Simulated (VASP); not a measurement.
A run of VASP 6.6.1 is set up as follows.

The input INCAR:

```
PREC = Accurate ; ENCUT = 520
EDIFF = 1E-6 ; ISMEAR = 0
SIGMA = 0.1 ; LREAL = False
LASPH = True ; NELM = 100
ALGO = Normal ; ISIF = 2
LWAVE = False ; LCHARG = False
GGA = PS ; NBANDS = 15
```

Contents of KPOINTS:

```
regular mesh
0
Gamma
  14 14 14
```

Contents of POSCAR:

```
TiC
1.0
    0.0000000000      2.1464297714      2.1464297714
    2.1464297714      0.0000000000      2.1464297714
    2.1464297714      2.1464297714      0.0000000000
Ti C
1 1
Direct
    0.0000000000      0.0000000000      0.0000000000
    0.5000000000      0.5000000000      0.5000000000
```

Potentials or basis: VASP PAW PBE potentials, release 64 (Ti_sv, C).

Launch:

```sh
$ cat potpaw_PBE.64/Ti_sv/POTCAR potpaw_PBE.64/C/POTCAR > POTCAR
$ mpirun -np 1 vasp_std > vasp.out
```

Task: Estimate the pressure.

Result: 0.3 GPa.

Task: What does it give for the band gap on the k mesh?

Result: Zero (bands 8 and 9 overlap by 1.08 eV).

Caveat: the PAW data sets were made with another functional, which shifts forces and pressure a little.
